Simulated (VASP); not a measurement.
# BaTiO3 (P4/mmm) in VASP: further runs

Runs on BaTiO3. Level: PBEsol. Tasks: electric field gradients.

All numbers are computed with VASP 6.6.1; they aren't measurements. Logs are shortened: lines on timing, memory, paths and dates and some standing lists are left out, and cuts for length are marked.

### 1 The cell of the first run

The structure is tetragonal, space group P4/mmm (No. 123). The conventional cell has a = 4.040 Å, b = 4.040 Å, c = 4.018 Å, α = 90.00°, β = 90.00°, γ = 90.00°. Ba (site symmetry 4/mmm) has 12 O at 2.85 to 2.86 Å and 8 Ti at 3.49 Å within 3.8 Å. Ti (site symmetry 4/mmm) has 6 O at 2.01 to 2.02 Å within 2.7 Å. Within 2.7 Å of O (site symmetry 4/mmm) lie 2 Ti at 2.01 Å. O (site symmetry mmm) has 2 Ti at 2.02 Å within 2.7 Å.

### 2 Electric field gradients, PBEsol (equal xx and yy strain of +1 %)

INCAR

```
SYSTEM = BaTiO3
PREC     = Accurate       ! precision mode
ENCUT    = 910            ! plane-wave cutoff, eV
EDIFF    = 1E-8           ! SCF threshold, eV
ISMEAR   = -1             ! smearing method
SIGMA    = 0.03           ! smearing width, eV
LREAL    = .FALSE.        ! projectors in reciprocal space
LASPH    = .TRUE.         ! aspherical terms in the spheres
NELM     = 120            ! most SCF steps
ALGO     = Normal         ! electronic algorithm
ISIF     = 2              ! what is computed and relaxed
LWAVE    = .FALSE.        ! write WAVECAR
LCHARG   = .FALSE.        ! write CHGCAR
GGA      = PS             ! functional
LEFG     = .TRUE.       
NBANDS   = 28             ! bands
GGA_COMPAT= .FALSE.
```

KPOINTS

```
regular mesh
0
G
  7 7 7
  0 0 0
```

POSCAR

```
BaTiO3
1.0
    4.0397980000      0.0000000000      0.0000000000
    0.0000000000      4.0397980000      0.0000000000
    0.0000000000      0.0000000000      4.0180000000
Ba Ti O
1 1 3
Direct
    0.0000000000      0.0000000000      0.0000000000
    0.5000000000      0.5000000000      0.5000000000
    0.5000000000      0.5000000000      0.0000000000
    0.5000000000      0.0000000000      0.5000000000
    0.0000000000      0.5000000000      0.5000000000
```

Potentials or basis: VASP PAW PBE potentials, release 64 (Ba_sv, Ti_sv, O_h).

The run is started by

```sh
> cat potpaw_PBE.64/Ba_sv/POTCAR potpaw_PBE.64/Ti_sv/POTCAR potpaw_PBE.64/O_h/POTCAR > POTCAR
> mpirun -np 1 vasp_std > vasp.out
```

OUTCAR:

```text
SYSTEM = BaTiO3
   PREC = Accurate
   ENCUT = 910
   EDIFF = 1E-8
   ISMEAR = -1
   LREAL = .FALSE.
   LASPH = .TRUE.
   NELM = 120
   ISIF = 2
   GGA = PS

 ion  position               nearest neighbor table
   1  0.000  0.000  0.000-   4 2.85   5 2.85   4 2.85   5 2.85   5 2.85   5 2.85   4 2.85   4 2.85
                             3 2.86   3 2.86   3 2.86   3 2.86   2 3.49   2 3.49   2 3.49   2 3.49
   2  0.500  0.500  0.500-   3 2.01   3 2.01   5 2.02   4 2.02   4 2.02   5 2.02   1 3.49   1 3.49
                             1 3.49   1 3.49   1 3.49   1 3.49   1 3.49   1 3.49
   3  0.500  0.500  0.000-   2 2.01   2 2.01   1 2.86   1 2.86   1 2.86   1 2.86
   4  0.500  0.000  0.500-   2 2.02   2 2.02   1 2.85   1 2.85   1 2.85   1 2.85
   5  0.000  0.500  0.500-   2 2.02   2 2.02   1 2.85   1 2.85   1 2.85   1 2.85

  LATTYP: Found a simple tetragonal cell.
 ALAT       =     4.0397980000
 C/A-ratio  =     0.9946041857

  Lattice vectors:

 A1 = (   4.0397980000,   0.0000000000,   0.0000000000)
 A2 = (   0.0000000000,   4.0397980000,   0.0000000000)
 A3 = (   0.0000000000,   0.0000000000,   4.0180000000)

Analysis of symmetry for initial positions (statically):
=====================================================================
 Subroutine PRICEL returns:
 Original cell was already a primitive cell.

 Routine SETGRP: Setting up the symmetry group for a
 simple tetragonal supercell.

 Subroutine GETGRP returns: Found 16 space group operations
 (whereof 16 operations were pure point group operations)
 out of a pool of 16 trial point group operations.

The static configuration has the point symmetry D_4h.

Analysis of symmetry for dynamics (positions and initial velocities):
=====================================================================
 Subroutine PRICEL returns:
 Original cell was already a primitive cell.

 Routine SETGRP: Setting up the symmetry group for a
 simple tetragonal supercell.

 Subroutine GETGRP returns: Found 16 space group operations
 (whereof 16 operations were pure point group operations)
 out of a pool of 16 trial point group operations.

The dynamic configuration has the point symmetry D_4h.

 Subroutine INISYM returns: Found 16 space group operations
 (whereof 16 operations are pure point group operations),
 and found     1 'primitive' translations

----------------------------------------------------------------------------------------

                                     Primitive cell

  volume of cell :      65.5736

  direct lattice vectors                    reciprocal lattice vectors
     4.039798000  0.000000000  0.000000000     0.247537129  0.000000000  0.000000000
     0.000000000  4.039798000  0.000000000     0.000000000  0.247537129  0.000000000
     0.000000000  0.000000000  4.018000000     0.000000000  0.000000000  0.248880040

  length of vectors
     4.039798000  4.039798000  4.018000000     0.247537129  0.247537129  0.248880040

  position of ions in fractional coordinates (direct lattice)
     0.000000000  0.000000000  0.000000000
     0.500000000  0.500000000  0.500000000
     0.500000000  0.500000000  0.000000000
     0.500000000  0.000000000  0.500000000
     0.000000000  0.500000000  0.500000000

  ion indices of the primitive-cell ions
   primitive index   ion index
                 1           1
                 2           2
                 3           3
                 4           4
                 5           5

----------------------------------------------------------------------------------------

 KPOINTS: regular mesh

Automatic generation of k-mesh.
 Grid dimensions read from file:
 generate k-points for:    7    7    7

 Generating k-lattice:
[... 50 lines left out ...]
   NGX,Y,Z   is equivalent  to a cutoff of  16.46, 16.46, 16.55 a.u.
   NGXF,Y,Z  is equivalent  to a cutoff of  32.92, 32.92, 33.10 a.u.
 SYSTEM =  BaTiO3
   PREC   = accura    normal or accurate (medium, high low for compatibility)
   ISTART =      0    job   : 0-new  1-cont  2-samecut
   ICHARG =      2    charge: 1-file 2-atom 10-const
   ISPIN  =      1    spin polarized calculation?
   LNONCOLLINEAR =      F non collinear calculations
   LSORBIT =      F    spin-orbit coupling
   LASPH  =      T    aspherical Exc in radial PAW
   ENCUT  =  910.0 eV  66.88 Ry    8.18 a.u.   9.94  9.94  9.88*2*pi/ulx,y,z
   NELM   =    120;   NELMIN=  2; NELMDL= -5     # of ELM steps
   EDIFF  = 0.1E-07   stopping-criterion for ELM
   LREAL  =      F    real-space projection
   EDIFFG = 0.1E-06   stopping-criterion for IOM
   NSW    =      0    number of steps for IOM
   IBRION =     -1    ionic relax: 0-MD 1-quasi-New 2-CG
   NFREE  =      0    steps in history (QN), initial steepest desc. (CG)
   ISIF   =      2    stress and relaxation
   ISYM   =      2    0-nonsym 1-usesym 2-fastsym
   POTIM  = 0.5000    time-step for ionic-motion
   TEBEG  =    0.0;   TEEND  =   0.0 temperature during run
   PSTRESS=    0.0 pullay stress
   NELECT =      40.0000    total number of electrons
   NUPDOWN=      -1.0000    fix difference up-down
   EMIN   =  10.00;   EMAX   =-10.00  energy-range for DOS
   EFERMI =   0.00;   METHOD = LEGACY
   ISMEAR =    -1;   SIGMA  =   0.03  broadening in eV -4-tet -1-fermi 0-gaus
   EFERMI_NEDOS =   21; number of points for ismear=-14 and -15
   IALGO  =     38    algorithm
   IMIX   =      4    mixing-type and parameters
     AMIX     =   0.40;   BMIX     =  1.00
     AMIX_MAG =   1.60;   BMIX_MAG =  1.00
  volume/ion in A,a.u.               =      13.11        88.50
  Fermi-wavevector in a.u.,A,eV,Ry     =   1.388412  2.623719 26.227793  1.927688
  Thomas-Fermi vector in A             =   2.512541
   LORBIT       =      0    0 simple, 1 ext, 2 COOP (PROOUT), +10 PAW based schemes
   GGA     = PS    functional components
   LHFCALC =     F    Hartree Fock is set to
   AEXX    =    0.0000 exact exchange contribution
   IVDW    =     0    specifies the selected vdW correction
   LEPSILON=     F    determine dielectric tensor
   LRPA    =     F    only Hartree local field effects (RPA)
 non-spin polarized calculation
  energy-cutoff  :      910.00
  volume of cell :       65.57
 maximum number of plane-waves:      4101
 NGX is ok and might be reduce to    40
   NGX = 19   NGY = 19   NGZ = 19

 number of electron      40.0000006 magnetization

 Free energy of the ion-electron system (eV)
  ---------------------------------------------------
  ext. energy  EPLUGINS =         0.00000000
  ---------------------------------------------------
  free energy    TOTEN  =       -41.95889174 eV

  energy without entropy =      -41.95889174  energy(sigma->0) =      -41.95889174

 E-fermi :   4.4593     XC(G=0): -11.4042

 val. band max:        3.8080346604   @ k =   0.4286   0.4286   0.4286
 cond. band min:       5.5217808205   @ k =   0.0000   0.0000   0.0000
 fundamental gap:      1.7137461601
 Fermi energy:         4.4593432534

 k-point     1 :       0.0000    0.0000    0.0000
  band No.  band energies     occupation
      1     -52.5939      2.00000
      2     -28.9062      2.00000
      3     -28.9041      2.00000
      4     -28.9041      2.00000
      5     -20.9390      2.00000
      6     -12.8946      2.00000
[... 733 lines left out ...]
     27      12.1431      0.00000
     28      12.5414      0.00000

 [... further k-points ...]

------------------------ aborting loop because EDIFF is reached ----------------------------------------

  FORCE on cell =-STRESS in cart. coord.  units (eV):
  Direction    XX          YY          ZZ          XY          YZ          ZX
  --------------------------------------------------------------------------------------
  -------------------------------------------------------------------------------------
  Total       -2.6989011     -2.6989011     -2.2794179      0.0000000     -0.0000000      0.0000000
  in kB      -65.9429417    -65.9429417    -55.6936029      0.0000000     -0.0000000      0.0000000
  external PRESSURE =     -62.5264954 kB  Pullay stress =       0.0000000 kB

 VOLUME and BASIS-vectors are now :
 -----------------------------------------------------------------------------
  energy-cutoff  :      910.00
  volume of cell :       65.57
      direct lattice vectors                 reciprocal lattice vectors
     4.039798000  0.000000000  0.000000000     0.247537129  0.000000000  0.000000000
     0.000000000  4.039798000  0.000000000     0.000000000  0.247537129  0.000000000
     0.000000000  0.000000000  4.018000000     0.000000000  0.000000000  0.248880040

 POSITION                                       TOTAL-FORCE (eV/Angst)
 -----------------------------------------------------------------------------------
      0.00000      0.00000      0.00000         0.000000      0.000000      0.000000
      2.01990      2.01990      2.00900         0.000000      0.000000      0.000000
      2.01990      2.01990      0.00000         0.000000      0.000000      0.000000
      2.01990      0.00000      2.00900         0.000000      0.000000      0.000000
      0.00000      2.01990      2.00900         0.000000      0.000000      0.000000
 -----------------------------------------------------------------------------------
    total drift:                                0.000000      0.000000     -0.000000

  FREE ENERGIE OF THE ION-ELECTRON SYSTEM (eV)
  ---------------------------------------------------
  free  energy   TOTEN  =       -41.9588917425 eV

  energy  without entropy=      -41.9588917425  energy(sigma->0) =      -41.95889174

 Electric field gradients (V/A^2)
---------------------------------------------------------------------
 ion       V_xx      V_yy      V_zz      V_xy      V_xz      V_yz
---------------------------------------------------------------------
   1       0.380     0.380    -0.759     0.000    -0.000    -0.000
   2       2.305     2.305    -4.609     0.000     0.000     0.000
   3     -11.567   -11.567    23.134     0.000     0.000     0.000
   4     -11.926    25.628   -13.702     0.000     0.000    -0.000
   5      25.628   -11.926   -13.702    -0.000     0.000     0.000
---------------------------------------------------------------------

 Electric field gradients after diagonalization (V/A^2)
 (convention: |V_zz| > |V_xx| > |V_yy|)
----------------------------------------------------------------------
 ion       V_xx      V_yy      V_zz     asymmetry (V_yy - V_xx)/ V_zz
----------------------------------------------------------------------
   1       0.380     0.380    -0.759       0.000
   2       2.305     2.305    -4.609       0.000
   3     -11.567   -11.567    23.134       0.000
   4     -13.702   -11.926    25.628       0.069
   5     -13.702   -11.926    25.628       0.069
----------------------------------------------------------------------

           NMR quadrupolar parameters

 Cq : quadrupolar parameter    Cq=e*Q*V_zz/h
 eta: asymmetry parameters     (V_yy - V_xx)/ V_zz
 Q  : nuclear electric quadrupole moment in mb (millibarn)
----------------------------------------------------------------------
 ion       Cq(MHz)       eta       Q (mb)
----------------------------------------------------------------------
   1      -0.002       0.000       1.000
   2      -0.011       0.000       1.000
   3       0.056       0.000       1.000
   4       0.062       0.069       1.000
   5       0.062       0.069       1.000
----------------------------------------------------------------------
```

Wall time 1.9 min (1 thread of AMD EPYC 9R45 (Zen 5), shared host); peak memory 0.32 GiB.

Results:

```yaml
Free_energy: -41.9589 eV
Pressure: -6.3 GPa
Band_gap_on_the_k_mesh: 1.71 eV (least direct gap 1.81 eV)
Largest_electric_field_gradient_by_atom: Ba -0.8; Ti -4.6; O +23.1, +25.6 (each value once) V/Å²
```

Stress tensor (GPa, compression positive):
```
-6.59  0.00  0.00
 0.00 -6.59  0.00
 0.00  0.00 -5.57
```

Levels at points of the mesh, in eV from the valence-band top:
| k point | band 18 | band 19 | band 20 | band 21 | band 22 | band 23 |
| --- | --- | --- | --- | --- | --- | --- |
| (0.00, 0.00, 0.00) | -0.10 | -0.10 | -0.10 | 1.71 | 1.72 | 1.72 |

Electric field gradients, principal values (V/Å²):
```tsv
atom	least	middle	greatest (by size)
1 Ba	0.380	0.380	-0.759
2 Ti	2.305	2.305	-4.609
3 O	-11.567	-11.567	23.134
4 O	-11.926	-13.702	25.628
5 O	-11.926	-13.702	25.628
```

Caveat: the cell differs from its parent crystal (equal xx and yy strain of +1 %); the cutoff is under 1.25 times the usual one of these potentials, so pressure, stress and relaxed cells hold a basis-set (Pulay) error; the cell stands under tension; without QUAD_EFG the Cq values of the log hold for a quadrupole moment of 1 mb, not for the nuclei; the PAW data sets were made with another functional, which shifts forces and pressure a little; spin-orbit coupling is left out, which moves the levels of the heavy elements; an odd mesh through Γ misses points on the zone boundary, where band edges can lie.

(Part 1 of 2 ends here.)
